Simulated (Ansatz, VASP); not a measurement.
**Nb: VASP beside Ansatz**

```
Nb
1.0
     0.00000    2.16787    2.06212
     2.16787    0.00000    2.06212
     2.16787    2.16787    0.00000
Nb
1
Direct
  0.00000 0.00000 0.00000
```

Change from the starting cell: strain +0.025 along x and y, -0.025 along z, atoms carried along.

Alike in both runs: task single point; functional PBEsol; k mesh 20 × 20 × 20; occupations gaussian, width 0.15 eV; no spin polarisation.

|  | VASP | Ansatz |
| --- | --- | --- |
| version | VASP 6.6.1 | Ansatz 0.2.0 |
| potentials or method | VASP PAW PBE potentials, release 64 (Nb_sv), cutoff 500 eV | scalar-relativistic, plane waves, PAW |
| valence electrons in the cell | 13 | 13 |

VASP gave:

```
gap on the k mesh at the Fermi level (eV)                     : none
pressure (GPa)                                                : -11.1
traceless stress, the component that is largest in VASP (GPa) : -7.39
```

**Question.** What did Ansatz give for the same quantities?

**Answer.** gap on the k mesh at the Fermi level (eV): none; pressure (GPa): -10.8; traceless stress, the component that is largest in VASP (GPa): -7.44.

VASP's potentials were made for PBE, not for PBEsol. A gap of «none» marks a metal or a gap that the smearing closes.
